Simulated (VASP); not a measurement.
# CoPt2O2 in VASP: single point with PBE

Aim: the single point of CoPt2O2 with PBE.

Everything below comes from runs of VASP 6.6.1. Logs are shortened: lines on timing, memory, paths and dates and some standing lists are left out, and cuts for length are marked.

**1. The cell of the first run**

The cell holds a slab with vacuum, 5 atoms: a = 2.825 Å, b = 2.825 Å, c = 20.939 Å, α = 90.00°, β = 90.00°, γ = 120.00°.

**2. Single point, PBE, collinear spin, ferromagnetic start**

File INCAR:

```
SYSTEM = CoPt2O2
PREC     = Accurate       ! precision mode
ENCUT    = 520            ! plane-wave cutoff, eV
EDIFF    = 1E-6           ! SCF threshold, eV
ISMEAR   = -1             ! smearing method
SIGMA    = 0.05           ! smearing width, eV
LREAL    = .False.        ! projectors in reciprocal space
LASPH    = .True.         ! aspherical terms in the spheres
NELM     = 150            ! most SCF steps
ALGO     = Normal         ! electronic algorithm
ISIF     = 2              ! what is computed and relaxed
LWAVE    = .False.        ! write WAVECAR
LCHARG   = .False.        ! write CHGCAR
ISPIN    = 2              ! spin polarisation
MAGMOM   = 0 0 0 0 2      ! initial moments
LORBIT   = 11             ! projections on sites
LMAXMIX  = 4              ! l up to which the mixer works
LDIPOL   = .True.       
IDIPOL   = 3            
DIPOL    = 0.5 0.5 0.500
GGA      = PE             ! functional
NBANDS   = 32             ! bands
```

File KPOINTS:

```
Automatic mesh
0
Gamma
  11 11 1
  0 0 0
```

File POSCAR:

```
CoPt2O2
1.0
    2.8245398345      0.0000000000      0.0000000000
   -1.4122699173      2.4461232507      0.0000000000
    0.0000000000      0.0000000000     20.9393891094
Pt O Co
2 2 1
Direct
    0.6666666667      0.3333333333      0.3581766383
    0.3333333333      0.6666666667      0.6418233617
    0.6666666667      0.3333333333      0.4536895923
    0.3333333333      0.6666666667      0.5463104077
    0.0000000000      0.0000000000      0.5000000000
```

Potentials or basis: VASP PAW PBE potentials, release 64 (Pt, O, Co).

The run is started by

```console
> cat potpaw_PBE.64/Pt/POTCAR potpaw_PBE.64/O/POTCAR potpaw_PBE.64/Co/POTCAR > POTCAR
> mpirun -np 1 vasp_std > vasp.out
```

OUTCAR:

```text
SYSTEM = CoPt2O2
   PREC = Accurate
   ENCUT = 520
   EDIFF = 1E-6
   ISMEAR = -1
   LREAL = .False.
   LASPH = .True.
   NELM = 150
   ISIF = 2
   ISPIN = 2
   LORBIT = 11
   GGA = PE

 ion  position               nearest neighbor table
   1  0.667  0.333  0.358-   3 2.00
   2  0.333  0.667  0.642-   4 2.00
   3  0.667  0.333  0.454-   5 1.90   5 1.90   5 1.90   1 2.00
   4  0.333  0.667  0.546-   5 1.90   5 1.90   5 1.90   2 2.00
   5  0.000  0.000  0.500-   3 1.90   4 1.90   3 1.90   4 1.90   3 1.90   4 1.90

  LATTYP: Found a hexagonal cell.
 ALAT       =     2.8245398345
 C/A-ratio  =     7.4133807049

  Lattice vectors:

 A1 = (   2.8245398345,   0.0000000000,   0.0000000000)
 A2 = (  -1.4122699173,   2.4461232507,   0.0000000000)
 A3 = (   0.0000000000,   0.0000000000,  20.9393891094)

Analysis of symmetry for initial positions (statically):
=====================================================================
 Subroutine PRICEL returns:
 Original cell was already a primitive cell.

 Routine SETGRP: Setting up the symmetry group for a
 hexagonal supercell.

 Subroutine GETGRP returns: Found 12 space group operations
 (whereof 12 operations were pure point group operations)
 out of a pool of 24 trial point group operations.

The static configuration has the point symmetry D_3d.

Analysis of symmetry for dynamics (positions and initial velocities):
=====================================================================
 Subroutine PRICEL returns:
 Original cell was already a primitive cell.

 Routine SETGRP: Setting up the symmetry group for a
 hexagonal supercell.

 Subroutine GETGRP returns: Found 12 space group operations
 (whereof 12 operations were pure point group operations)
 out of a pool of 24 trial point group operations.

The dynamic configuration has the point symmetry D_3d.

Analysis of structural, dynamic, and magnetic symmetry:
=====================================================================
 Subroutine PRICEL returns:
 Original cell was already a primitive cell.

 Routine SETGRP: Setting up the symmetry group for a
 hexagonal supercell.

 Subroutine GETGRP returns: Found 12 space group operations
 (whereof 12 operations were pure point group operations)
 out of a pool of 24 trial point group operations.

The overall configuration has the point symmetry D_3d.

 Subroutine INISYM returns: Found 12 space group operations
[... 130 lines left out ...]
   NGX = 11   NGY = 11   NGZ = 77

 dipolmoment           0.000000      0.000000      0.000000 electrons x Angstroem

 number of electron      41.0000002 magnetization       1.2505732

 dipolmoment           0.000000      0.000000     -0.000000 electrons x Angstroem

 Free energy of the ion-electron system (eV)
  ---------------------------------------------------
  ext. energy  EPLUGINS =         0.00000000
  ---------------------------------------------------
  free energy    TOTEN  =       -30.07177587 eV

  energy without entropy =      -30.03566934  energy(sigma->0) =      -30.05372261

 E-fermi :   0.4172     XC(G=0):  -5.8882

 val. band max:        0.4017857146   @ k =   0.2727   0.2727   0.0000
 cond. band min:       0.4201706140   @ k =   0.0000   0.0000   0.0000
 fundamental gap:      0.0183848994
 Fermi energy:         0.4171959038

 spin component 1

 k-point     1 :       0.0000    0.0000    0.0000
  band No.  band energies     occupation
      1     -21.0303      1.00000
      2     -19.4227      1.00000
      3      -8.5157      1.00000
      4      -6.4478      1.00000
      5      -6.1943      1.00000
      6      -6.0193      1.00000
[... 549 lines left out ...]
     31      11.9256      0.00000
     32      12.0646      0.00000
 Fermi energy:         0.4171959038

 spin component 2

 k-point     1 :       0.0000    0.0000    0.0000
  band No.  band energies     occupation
      1     -20.9457      1.00000
      2     -19.3196      1.00000
      3      -8.3683      1.00000
      4      -6.3855      1.00000
      5      -6.0629      1.00000
      6      -5.8208      1.00000
[... 549 lines left out ...]
     31      12.1170      0.00000
     32      12.1735      0.00000

------------------------ aborting loop because EDIFF is reached ----------------------------------------

 vacuum level on the upper side and lower side of the slab       (xc-potential included)        -0.001        -0.001

  FORCE on cell =-STRESS in cart. coord.  units (eV):
  Direction    XX          YY          ZZ          XY          YZ          ZX
  --------------------------------------------------------------------------------------
  -------------------------------------------------------------------------------------
  Total       -1.3166972     -1.3166972      5.0112255      0.0000000     -0.0000000      0.0000000
  in kB      -14.5816422    -14.5816422     55.4963576      0.0000000     -0.0000000      0.0000000
  external PRESSURE =       8.7776911 kB  Pullay stress =       0.0000000 kB

 VOLUME and BASIS-vectors are now :
 -----------------------------------------------------------------------------
  energy-cutoff  :      520.00
  volume of cell :      144.67
      direct lattice vectors                 reciprocal lattice vectors
     2.824539834  0.000000000  0.000000000     0.354039971  0.204405072  0.000000000
    -1.412269917  2.446123251  0.000000000     0.000000000  0.408810145  0.000000000
     0.000000000  0.000000000 20.939389109     0.000000000  0.000000000  0.047756885

 POSITION                                       TOTAL-FORCE (eV/Angst)
 -----------------------------------------------------------------------------------
      1.41227      0.81537      7.50000         0.000000      0.000000     -0.936236
     -0.00000      1.63075     13.43939        -0.000000      0.000000      0.936236
      1.41227      0.81537      9.49998        -0.000000      0.000000      0.250448
     -0.00000      1.63075     11.43941         0.000000     -0.000000     -0.250448
      0.00000      0.00000     10.46969         0.000000     -0.000000      0.000000
 -----------------------------------------------------------------------------------
    total drift:                                0.000000     -0.000000      0.000000

  FREE ENERGIE OF THE ION-ELECTRON SYSTEM (eV)
  ---------------------------------------------------
  free  energy   TOTEN  =       -30.0717758730 eV

  energy  without entropy=      -30.0356693396  energy(sigma->0) =      -30.05372261

 vacuum level on the upper side and lower side of the slab         5.609         5.609

 total charge

# of ion       s       p       d       tot
------------------------------------------
    1        0.620   0.439   7.989   9.048
    2        0.620   0.439   7.989   9.048
    3        1.575   3.421   0.000   4.996
    4        1.575   3.421   0.000   4.996
    5        0.431   0.661   7.372   8.463
--------------------------------------------------
tot          4.820   8.380  23.350  36.550

 magnetization (x)

# of ion       s       p       d       tot
------------------------------------------
    1        0.010   0.018   0.279   0.306
    2        0.010   0.018   0.279   0.306
    3        0.017   0.032   0.000   0.048
    4        0.017   0.032   0.000   0.048
    5        0.004   0.008   0.403   0.415
--------------------------------------------------
tot          0.056   0.107   0.960   1.124
```

OSZICAR:

```text
N       E                     dE             d eps       ncg     rms          rms(c)
DAV:   1     0.335419231992E+03    0.33542E+03   -0.18289E+04  2048   0.115E+03
DAV:   2    -0.173315346909E+01   -0.33715E+03   -0.30355E+03  2352   0.283E+02
DAV:   3    -0.348638954700E+02   -0.33131E+02   -0.32351E+02  2432   0.103E+02
[... 29 lines left out ...]
DAV:  33    -0.300716817508E+02   -0.20060E-03   -0.32181E-06  1984   0.137E-02    0.171E-02
DAV:  34    -0.300717682418E+02   -0.86491E-04   -0.50707E-06  1608   0.167E-02    0.853E-03
DAV:  35    -0.300717722076E+02   -0.39658E-05   -0.99509E-07  1680   0.791E-03    0.530E-03
DAV:  36    -0.300717753570E+02   -0.31494E-05   -0.41193E-07  1648   0.374E-03    0.257E-03
DAV:  37    -0.300717758730E+02   -0.51600E-06   -0.14892E-07  1440   0.225E-03
   1 F= -.30071776E+02 E0= -.30053723E+02  d E =-.361065E-01  mag=     1.2505
```

It took 4.4 min on 1 thread of Intel Xeon Platinum 8375C at 2.90GHz (Ice Lake), shared host; peak memory 0.42 GiB.

What came out:

```yaml
Free_energy: -30.0718 eV
Largest_force: 0.936 eV/Å
Net_moment: 1.25 μB per cell
Site_moments: Pt +0.31; O +0.05; Co +0.41 μB
Valence_electrons_inside_the_program's_atomic_spheres: Pt 9.05; O 5.00; Co 8.46
```

Forces on the atoms (eV/Å):
```
Pt   0.000  0.000 -0.936
Pt   0.000  0.000  0.936
O    0.000  0.000  0.250
O    0.000  0.000 -0.250
Co   0.000  0.000  0.000
```

Levels at points of the mesh, in eV from the Fermi level:
Spin up:
| k point | band 17 | band 18 | band 19 | band 20 | band 21 | band 22 | band 23 | band 24 | band 25 | band 26 |
| --- | --- | --- | --- | --- | --- | --- | --- | --- | --- | --- |
| (0.00, 0.00, 0.00) | -1.94 | -1.12 | -1.12 | -0.98 | -0.61 | -0.61 | -0.35 | 1.65 | 1.65 | 3.85 |
Spin down:
```csv
k point,band 18,band 19,band 20,band 21,band 22,band 23
"(0.00, 0.00, 0.00)",-0.91,-0.91,-0.51,-0.47,-0.47,0.00
```

Caveat: spin-orbit coupling is left out, which moves the levels of the heavy elements. With open d or f shells a metallic result of PBE can be an artefact of self-interaction; +U or a hybrid may open a gap.
